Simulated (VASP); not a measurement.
# Ta (Im-3m) in VASP: a series of runs

Runs on Ta. Level: PBE. Tasks: single point.

Program: VASP 6.6.1. These are calculated values, not measurements. Logs are shortened: lines on timing, memory, paths and dates and some standing lists are left out, and cuts for length are marked.

### Step 1. The cell of the first run

The structure is cubic, space group Im-3m (No. 229). The conventional cell has a = 3.321 Å, b = 3.321 Å, c = 3.321 Å, α = 90.00°, β = 90.00°, γ = 90.00°. Within 3.8 Å of Ta (site symmetry m-3m) lie 14 Ta at 2.88 to 3.32 Å.

### Step 2. Single point, PBE

The input, INCAR:

```
SYSTEM = Ta
ALGO = Normal
EDIFF = 1E-6
ENCUT = 520
GGA = PE
ISIF = 2
ISMEAR = -1
LASPH = .TRUE.
LCHARG = .FALSE.
LREAL = .FALSE.
LWAVE = .FALSE.
NBANDS = 12
NELM = 80
PREC = Accurate
SIGMA = 0.1
```

The input, KPOINTS:

```
k-points
0
G
  13 13 13
  0 0 0
```

The input, POSCAR:

```
Ta
1.0
   -1.6607181506      1.6607181506      1.6607181506
    1.6607181506     -1.6607181506      1.6607181506
    1.6607181506      1.6607181506     -1.6607181506
Ta
1
Direct
    0.0000000000      0.0000000000      0.0000000000
```

Potentials or basis: VASP PAW PBE potentials, release 64 (Ta_pv).

Command:

```console
$ cat potpaw_PBE.64/Ta_pv/POTCAR > POTCAR
$ mpirun -np 1 vasp_std > vasp.out
```

OUTCAR:

```text
SYSTEM = Ta
   EDIFF = 1E-6
   ENCUT = 520
   GGA = PE
   ISIF = 2
   ISMEAR = -1
   LASPH = .TRUE.
   LREAL = .FALSE.
   NELM = 80
   PREC = Accurate

 ion  position               nearest neighbor table
   1  0.000  0.000  0.000-

  LATTYP: Found a body centered cubic cell.
 ALAT       =     3.3214363012

  Lattice vectors:

 A1 = (  -1.6607181506,   1.6607181506,   1.6607181506)
 A2 = (   1.6607181506,  -1.6607181506,   1.6607181506)
 A3 = (   1.6607181506,   1.6607181506,  -1.6607181506)

Analysis of symmetry for initial positions (statically):
=====================================================================
 Subroutine PRICEL returns:
 Original cell was already a primitive cell.

 Routine SETGRP: Setting up the symmetry group for a
 body centered cubic supercell.

 Subroutine GETGRP returns: Found 48 space group operations
 (whereof 48 operations were pure point group operations)
 out of a pool of 48 trial point group operations.

The static configuration has the point symmetry O_h .

Analysis of symmetry for dynamics (positions and initial velocities):
=====================================================================
 Subroutine PRICEL returns:
 Original cell was already a primitive cell.

 Routine SETGRP: Setting up the symmetry group for a
 body centered cubic supercell.

 Subroutine GETGRP returns: Found 48 space group operations
 (whereof 48 operations were pure point group operations)
 out of a pool of 48 trial point group operations.

The dynamic configuration has the point symmetry O_h .

 Subroutine INISYM returns: Found 48 space group operations
 (whereof 48 operations are pure point group operations),
 and found     1 'primitive' translations

----------------------------------------------------------------------------------------

                                     Primitive cell

  volume of cell :      18.3209

  direct lattice vectors                    reciprocal lattice vectors
    -1.660718151  1.660718151  1.660718151     0.000000000  0.301074568  0.301074568
     1.660718151 -1.660718151  1.660718151     0.301074568  0.000000000  0.301074568
     1.660718151  1.660718151 -1.660718151     0.301074568  0.301074568  0.000000000

  length of vectors
     2.876448214  2.876448214  2.876448214     0.425783738  0.425783738  0.425783738

  position of ions in fractional coordinates (direct lattice)
     0.000000000  0.000000000  0.000000000

  ion indices of the primitive-cell ions
   primitive index   ion index
                 1           1

----------------------------------------------------------------------------------------

 KPOINTS: k-points

Automatic generation of k-mesh.
 Grid dimensions read from file:
 generate k-points for:   13   13   13

 Generating k-lattice:

  Cartesian coordinates                     Fractional coordinates (reciprocal lattice)
     0.000000000  0.023159582  0.023159582     0.076923077  0.000000000  0.000000000
     0.023159582  0.000000000  0.023159582     0.000000000  0.076923077  0.000000000
     0.023159582  0.023159582  0.000000000     0.000000000  0.000000000  0.076923077

  Length of vectors
     0.032752595  0.032752595  0.032752595

  Shift w.r.t. Gamma in fractional coordinates (k-lattice)
     0.000000000  0.000000000  0.000000000

 Subroutine IBZKPT returns following result:
 ===========================================

 Found     84 irreducible k-points:

 Following reciprocal coordinates:
            Coordinates               Weight
  0.000000  0.000000  0.000000      1.000000
  0.076923  0.000000  0.000000     12.000000
  0.153846  0.000000  0.000000     12.000000
  0.230769  0.000000  0.000000     12.000000
  0.307692  0.000000  0.000000     12.000000
  0.384615  0.000000  0.000000     12.000000
[... 16 lines left out ...]
  0.153846  0.076923  0.076923     24.000000
  0.230769  0.076923  0.076923     24.000000
 [... further k-points ...]
   k-points           NKPTS =     84   k-points in BZ     NKDIM =     84   number of bands    NBANDS=     12
   number of dos      NEDOS =    301   number of ions     NIONS =      1
   total plane-waves  NPLWV =  13824
   dimension x,y,z NGX =    24 NGY =   24 NGZ =   24
   dimension x,y,z NGXF=    48 NGYF=   48 NGZF=   48
   ions per type =               1
   NGX,Y,Z   is equivalent  to a cutoff of  13.87, 13.87, 13.87 a.u.
   NGXF,Y,Z  is equivalent  to a cutoff of  27.74, 27.74, 27.74 a.u.
 SYSTEM =  Ta
   PREC   = accura    normal or accurate (medium, high low for compatibility)
   ISTART =      0    job   : 0-new  1-cont  2-samecut
   ICHARG =      2    charge: 1-file 2-atom 10-const
   ISPIN  =      1    spin polarized calculation?
   LNONCOLLINEAR =      F non collinear calculations
   LSORBIT =      F    spin-orbit coupling
   LASPH  =      T    aspherical Exc in radial PAW
   ENCUT  =  520.0 eV  38.22 Ry    6.18 a.u.   5.35  5.35  5.35*2*pi/ulx,y,z
   NELM   =     80;   NELMIN=  2; NELMDL= -5     # of ELM steps
   EDIFF  = 0.1E-05   stopping-criterion for ELM
   LREAL  =      F    real-space projection
   EDIFFG = 0.1E-04   stopping-criterion for IOM
   NSW    =      0    number of steps for IOM
   IBRION =     -1    ionic relax: 0-MD 1-quasi-New 2-CG
   NFREE  =      0    steps in history (QN), initial steepest desc. (CG)
   ISIF   =      2    stress and relaxation
   ISYM   =      2    0-nonsym 1-usesym 2-fastsym
   POTIM  = 0.5000    time-step for ionic-motion
   TEBEG  =    0.0;   TEEND  =   0.0 temperature during run
   PSTRESS=    0.0 pullay stress
   NELECT =      11.0000    total number of electrons
   NUPDOWN=      -1.0000    fix difference up-down
   EMIN   =  10.00;   EMAX   =-10.00  energy-range for DOS
   EFERMI =   0.00;   METHOD = LEGACY
   ISMEAR =    -1;   SIGMA  =   0.10  broadening in eV -4-tet -1-fermi 0-gaus
   EFERMI_NEDOS =   21; number of points for ismear=-14 and -15
   IALGO  =     38    algorithm
   IMIX   =      4    mixing-type and parameters
     AMIX     =   0.40;   BMIX     =  1.00
     AMIX_MAG =   1.60;   BMIX_MAG =  1.00
  volume/ion in A,a.u.               =      18.32       123.64
  Fermi-wavevector in a.u.,A,eV,Ry     =   1.381094  2.609889 25.952020  1.907420
  Thomas-Fermi vector in A             =   2.505910
   LORBIT       =      0    0 simple, 1 ext, 2 COOP (PROOUT), +10 PAW based schemes
   GGA     = PE    functional components
   LHFCALC =     F    Hartree Fock is set to
   AEXX    =    0.0000 exact exchange contribution
   IVDW    =     0    specifies the selected vdW correction
   LEPSILON=     F    determine dielectric tensor
   LRPA    =     F    only Hartree local field effects (RPA)
 non-spin polarized calculation
  energy-cutoff  :      520.00
  volume of cell :       18.32
 maximum number of plane-waves:       531
 NGX is ok and might be reduce to    24
   NGX = 11   NGY = 11   NGZ = 11

 number of electron      11.0000000 magnetization

 Free energy of the ion-electron system (eV)
  ---------------------------------------------------
  ext. energy  EPLUGINS =         0.00000000
  ---------------------------------------------------
  free energy    TOTEN  =       -11.83575108 eV

  energy without entropy =      -11.79118336  energy(sigma->0) =      -11.81346722

 E-fermi :   5.3497     XC(G=0): -12.5316

 val. band max:        5.3096712375   @ k =  -0.3846   0.4615   0.1538
 cond. band min:       5.3569074979   @ k =   0.2308   0.0000   0.0000
 fundamental gap:      0.0472362604
 Fermi energy:         5.3496547873

 k-point     1 :       0.0000    0.0000    0.0000
  band No.  band energies     occupation
      1     -27.7915      2.00000
      2     -27.7915      2.00000
      3     -27.7915      2.00000
      4      -2.5014      2.00000
      5       6.0826      0.00131
      6       6.0826      0.00131
      7       6.0826      0.00131
      8       9.2957      0.00000
      9       9.2957      0.00000
     10      19.9859      0.00000
     11      20.2797      0.00000
     12      20.2797      0.00000

 k-point     2 :       0.0769    0.0000    0.0000
  band No.  band energies     occupation
      1     -27.8603      2.00000
      2     -27.8127      2.00000
      3     -27.7918      2.00000
      4      -2.2435      2.00000
      5       5.9166      0.00688
      6       6.0303      0.00221
      7       6.3357      0.00010
      8       9.0389      0.00000
      9       9.2973      0.00000
     10      19.9857      0.00000
     11      20.5059      0.00000
     12      20.7327      0.00000

 k-point     3 :       0.1538    0.0000    0.0000
  band No.  band energies     occupation
      1     -28.0472      2.00000
      2     -27.8713      2.00000
      3     -27.7927      2.00000
      4      -1.5208      2.00000
      5       5.4908      0.39216
      6       5.7831      0.02587
      7       7.0799      0.00000
      8       8.6647      0.00000
      9       9.3268      0.00000
     10      19.9851      0.00000
     11      20.9314      0.00000
     12      22.0116      0.00000

 k-point     4 :       0.2308    0.0000    0.0000
  band No.  band energies     occupation
      1     -28.3020      2.00000
      2     -27.9527      2.00000
      3     -27.7941      2.00000
      4      -0.5049      2.00000
      5       4.9579      1.96099
      6       5.3569      0.96375
      7       8.2679      0.00000
      8       8.6628      0.00000
      9       9.4345      0.00000
     10      19.9827      0.00000
     11      20.6582      0.00000
     12      22.2494      0.00000

 k-point     5 :       0.3077    0.0000    0.0000
  band No.  band energies     occupation
      1     -28.5622      2.00000
      2     -28.0379      2.00000
      3     -27.7956      2.00000
      4       0.4525      2.00000
      5       4.4572      1.99973
      6       5.2206      1.56852
      7       8.9504      0.00000
      8       9.6468      0.00000
      9       9.8031      0.00000
     10      19.4097      0.00000
     11      19.9483      0.00000
     12      20.3415      0.00000

 k-point     6 :       0.3846    0.0000    0.0000
  band No.  band energies     occupation
      1     -28.7707      2.00000
      2     -28.1075      2.00000
      3     -27.7969      2.00000
      4       0.9443      2.00000
      5       4.0810      1.99999
      6       5.8082      0.02020
      7       9.2095      0.00000
      8       9.9251      0.00000
      9      11.4781      0.00000
     10      18.1072      0.00000
     11      18.2528      0.00000
     12      19.9971      0.00000

 k-point     7 :       0.4615    0.0000    0.0000
  band No.  band energies     occupation
      1     -28.8856      2.00000
      2     -28.1464      2.00000
      3     -27.7977      2.00000
      4       1.0434      2.00000
      5       3.8814      2.00000
      6       6.6904      0.00000
      7       9.1994      0.00000
      8      10.1410      0.00000
      9      12.7742      0.00000
     10      16.9794      0.00000
     11      17.3185      0.00000
     12      19.9938      0.00000

 k-point     8 :       0.0769    0.0769    0.0000
  band No.  band energies     occupation
      1     -27.9891      2.00000
      2     -27.8357      2.00000
      3     -27.8084      2.00000
      4      -1.7510      2.00000
      5       5.6889      0.06507
      6       5.7844      0.02556
      7       6.8700      0.00000
      8       8.6653      0.00000
      9       9.3754      0.00000
     10      19.9853      0.00000
     11      20.8808      0.00000
     12      21.6112      0.00000
[... 166 lines left out ...]
 k-point    20 :       0.3846    0.2308    0.0000
  band No.  band energies     occupation
      1     -28.7262      2.00000
      2     -28.3652      2.00000
      3     -27.9176      2.00000
      4       2.4558      2.00000
      5       4.0163      2.00000
      6       5.0877      1.86424
      7       9.1577      0.00000
      8      10.2947      0.00000
      9      14.6915      0.00000
     10      15.2015      0.00000
     11      18.6793      0.00000
     12      19.9907      0.00000

 k-point    21 :       0.3077    0.3077    0.0000
  band No.  band energies     occupation
      1     -28.6407      2.00000
      2     -28.4710      2.00000
      3     -27.9305      2.00000
      4       2.8663      2.00000
      5       4.0950      1.99999
      6       4.6163      1.99869
      7       9.5245      0.00000
      8       9.9952      0.00000
      9      14.1785      0.00000
     10      16.0873      0.00000
     11      18.1306      0.00000
     12      19.9903      0.00000

 k-point    22 :       0.0769    0.0769    0.0769
  band No.  band energies     occupation
      1     -28.1737      2.00000
      2     -27.8399      2.00000
      3     -27.8399      2.00000
      4      -1.0701      2.00000
      5       5.2776      1.34558
      6       5.2776      1.34558
      7       7.8598      0.00000
      8       9.0300      0.00000
      9       9.0300      0.00000
     10      19.9845      0.00000
     11      21.2406      0.00000
     12      22.3736      0.00000

 k-point    23 :       0.1538    0.0769    0.0769
  band No.  band energies     occupation
      1     -28.3862      2.00000
      2     -27.9263      2.00000
      3     -27.8459      2.00000
      4      -0.0728      2.00000
      5       4.7415      1.99544
      6       4.8467      1.98700
      7       8.9175      0.00000
      8       9.2108      0.00000
      9       9.3874      0.00000
     10      19.9820      0.00000
     11      21.3007      0.00000
     12      22.1213      0.00000

 k-point    24 :       0.2308    0.0769    0.0769
  band No.  band energies     occupation
      1     -28.5874      2.00000
      2     -28.0353      2.00000
      3     -27.8522      2.00000
      4       0.9336      2.00000
      5       4.2893      1.99995
      6       4.6898      1.99728
      7       9.1013      0.00000
      8       9.7085      0.00000
      9      10.8055      0.00000
     10      19.8608      0.00000
     11      19.9303      0.00000
     12      20.1059      0.00000

 [... further k-points ...]
[... 5 lines left out ...]
  --------------------------------------------------------------------------------------
  -------------------------------------------------------------------------------------
  Total        0.0109289      0.0109289      0.0109289      0.0000000      0.0000000      0.0000000
  in kB        0.9557411      0.9557411      0.9557411      0.0000000      0.0000000      0.0000000
  external PRESSURE =       0.9557411 kB  Pullay stress =       0.0000000 kB

 VOLUME and BASIS-vectors are now :
 -----------------------------------------------------------------------------
  energy-cutoff  :      520.00
  volume of cell :       18.32
      direct lattice vectors                 reciprocal lattice vectors
    -1.660718151  1.660718151  1.660718151     0.000000000  0.301074568  0.301074568
     1.660718151 -1.660718151  1.660718151     0.301074568  0.000000000  0.301074568
     1.660718151  1.660718151 -1.660718151     0.301074568  0.301074568  0.000000000

 POSITION                                       TOTAL-FORCE (eV/Angst)
 -----------------------------------------------------------------------------------
      0.00000      0.00000      0.00000        -0.000000     -0.000000     -0.000000
 -----------------------------------------------------------------------------------
    total drift:                                0.000000      0.000000      0.000000

  FREE ENERGIE OF THE ION-ELECTRON SYSTEM (eV)
  ---------------------------------------------------
  free  energy   TOTEN  =       -11.8357510825 eV

  energy  without entropy=      -11.7911833591  energy(sigma->0) =      -11.81346722
```

Run time: 32 s. Hardware: 1 thread of AMD EPYC 7R13, shared host; peak memory 0.12 GiB.

Results:

```yaml
Free_energy: -11.8358 eV
Pressure: 0.1 GPa
```

Caveat: spin-orbit coupling is left out, which moves the levels of the heavy elements.

### Step 3. Single point, PBE

The input, INCAR:

```
SYSTEM = Ta
PREC = Accurate
ENCUT = 520
EDIFF = 1E-6
ISMEAR = -1
SIGMA = 0.01
LREAL = .FALSE.
LASPH = .TRUE.
NELM = 80
ALGO = Normal
ISIF = 2
LWAVE = .FALSE.
LCHARG = .FALSE.
GGA = PE
NBANDS = 12
```

The input, KPOINTS:

```
Automatic mesh
0
G
  13 13 13
  0 0 0
```

POSCAR is that of step 2.

Potentials or basis: VASP PAW PBE potentials, release 64 (Ta_pv).

Command:

```console
$ cat potpaw_PBE.64/Ta_pv/POTCAR > POTCAR
$ mpirun -np 1 vasp_std > vasp.out
```

Run time: 34 s. Hardware: 1 thread of AMD EPYC 7R13, shared host; peak memory 0.12 GiB.

It converged, with:

```yaml
Free_energy: -11.8133 eV
Pressure: 0.4 GPa
```

Levels at points of the mesh, in eV from the Fermi level:
| k point | band 1 | band 2 | band 3 | band 4 | band 5 | band 6 | band 7 | band 8 | band 9 | band 10 |
| --- | --- | --- | --- | --- | --- | --- | --- | --- | --- | --- |
| (0.00, 0.00, 0.00) | -33.11 | -33.11 | -33.11 | -7.81 | 0.77 | 0.77 | 0.77 | 3.98 | 3.98 | 14.66 |

Caveat: spin-orbit coupling is left out, which moves the levels of the heavy elements.

(Continued in part 2 of 2.)
